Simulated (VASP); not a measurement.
## Ca: single point with PBEsol

Ca:

```
CELL_PARAMETERS angstrom
3.44720 0.00000 0.00000
0.00000 3.46444 0.00000
0.00000 0.00000 3.44720
ATOMIC_POSITIONS crystal
Ca 0.00000 0.00000 0.00000
```

This cell differs from its parent crystal: strain +0.0050 x Voigt [0, 1, 0, 0, 0, 0].

```json
{"Program": "VASP 6.6.1", "Task": "single point", "Functional": "PBEsol", "Potentials or basis": "VASP PAW PBE potentials, release 64 (Ca_sv)", "Cutoff": "520 eV", "k mesh": "18 × 18 × 18", "Occupations": "gaussian, width 0.15 eV", "Spin": "no spin polarisation"}
```

The pressure is 0.1 GPa and the band gap on the k mesh is zero (bands 5 and 6 overlap by 1.12 eV).

Stress tensor (GPa, compression positive):
```
 0.15  0.00  0.00
 0.00 -0.14  0.00
 0.00  0.00  0.15
```

Levels at points of the mesh, in eV from the Fermi level:
```csv
k point,band 1,band 2,band 3,band 4,band 5,band 6,band 7,band 8,band 9,band 10
"(0.00, 0.00, 0.00)",-41.93,-22.89,-22.88,-22.88,-3.91,0.81,0.81,4.26,4.26,4.28
"(0.50, 0.00, 0.00)",-41.91,-23.14,-22.86,-22.86,-1.17,-0.45,1.34,2.94,2.97,4.39
"(0.00, 0.50, 0.00)",-41.91,-23.13,-22.86,-22.86,-1.20,-0.47,1.32,2.99,2.99,4.40
"(0.50, 0.50, 0.00)",-41.89,-23.11,-23.10,-22.84,-0.43,0.94,2.49,2.50,3.28,3.30
"(0.50, 0.00, 0.50)",-41.89,-23.10,-23.10,-22.84,-0.43,0.98,2.53,2.53,3.26,3.26
"(0.50, 0.50, 0.50)",-41.87,-23.07,-23.07,-23.07,0.65,0.68,0.68,5.06,5.08,5.78
```

Wall time 110 s on 1 thread of Intel(R) Xeon(R) 6975P-C (Granite Rapids), with other jobs on the host, peak memory 0.35 GiB.

Caveat: the cell differs from its parent crystal (strain +0.0050 x Voigt [0, 1, 0, 0, 0, 0]); the PAW data sets were made with another functional, which shifts forces and pressure a little.
